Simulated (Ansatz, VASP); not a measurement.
## PbSe: VASP beside Ansatz

```
CELL_PARAMETERS angstrom
0.00000 3.05158 3.05158
3.05158 0.00000 3.05158
3.05158 3.05158 0.00000
ATOMIC_POSITIONS crystal
Pb 0.00000 0.00000 0.00000
Se 0.50000 0.50000 0.50000
```

Alike in both runs: functional PBEsol; k mesh 12 × 12 × 12; occupations gaussian, width 0.01 eV; no spin polarisation.

Ansatz relaxed the structure, and its values are those at the end. VASP's run is a single point on that final structure, the one shown.

|  | VASP | Ansatz |
| --- | --- | --- |
| version | VASP 6.6.1 | Ansatz 0.2.0 |
| potentials or method | VASP PAW PBE potentials, release 64 (Pb_d, Se), cutoff 520 eV | scalar-relativistic, plane waves, PAW |
| valence electrons in the cell | 20 | 30 |

VASP gave:

* gap on the k mesh at the Fermi level (eV): 0.17
* least direct gap on the mesh (eV): 0.17
* pressure (GPa): 0.0

Q: Estimate Ansatz's values.

A: gap on the k mesh at the Fermi level (eV): 0.18; least direct gap on the mesh (eV): 0.18; pressure (GPa): 0.0.

VASP's potentials were made for PBE, not for PBEsol, and Ansatz warns of the same on its side. VASP's potentials hold 20 valence electrons a cell and Ansatz's 30, so a difference there can come from the potentials and not from the codes.

Neither program's run includes spin-orbit coupling.
